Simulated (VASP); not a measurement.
Write the native input for VASP 6.6.1 that does the following.

```
Task                   : single point
Functional             : LDA
Potentials or basis    : VASP PAW LDA potentials, release 64 (Te)
Cutoff                 : 520 eV
k mesh                 : 7 × 7 × 5
Occupations            : fermi-dirac, width 0.05 eV
Spin                   : no spin polarisation
Dipole correction      : no
Further INCAR settings : ALGO = Normal; EDIFF = 1e-06; NBANDS = 16
```

The structure of Te lies in POSCAR:

```
Te
1.0
    4.5126119846      0.0000000000      0.0000000000
   -2.2563059923      3.9080366161      0.0000000000
    0.0000000000      0.0000000000      6.0019563082
Te
3
Direct
    0.7310000000      0.7310000000      0.0000000000
    0.0000000000      0.2690000000      0.6666666667
    0.2690000000      0.0000000000      0.3333333333
```

The input as run:

INCAR

```
  PREC = Accurate
  ENCUT = 520
  EDIFF = 1E-6
  ISMEAR = -1
  SIGMA = 0.05
  LREAL = False
  LASPH = True
  NELM = 100
  ALGO = Normal
  ISIF = 2
  LWAVE = False
  LCHARG = False
  NBANDS = 16
```

KPOINTS

```
Automatic mesh
0
Gamma
  7 7 5
```

Potentials or basis: VASP PAW LDA potentials, release 64 (Te).

Command:

```console
$ cat potpaw_LDA.64/Te/POTCAR > POTCAR
$ mpirun -np 1 vasp_std > vasp.out
```

It gave:

```yaml
Pressure: -3.5 GPa
Largest_force: 0.108 eV/Å
Band_gap_on_the_k_mesh: 0.58 eV (least direct gap 0.72 eV)
```

Caveat: the cell stands under tension; spin-orbit coupling is left out, which moves the levels of the heavy elements; an odd mesh through Γ misses points on the zone boundary, where band edges can lie.

Run time: 36 s on 1 thread of AMD EPYC 7R13 Processor (Zen 3), on a shared host, peak memory 0.18 GiB.
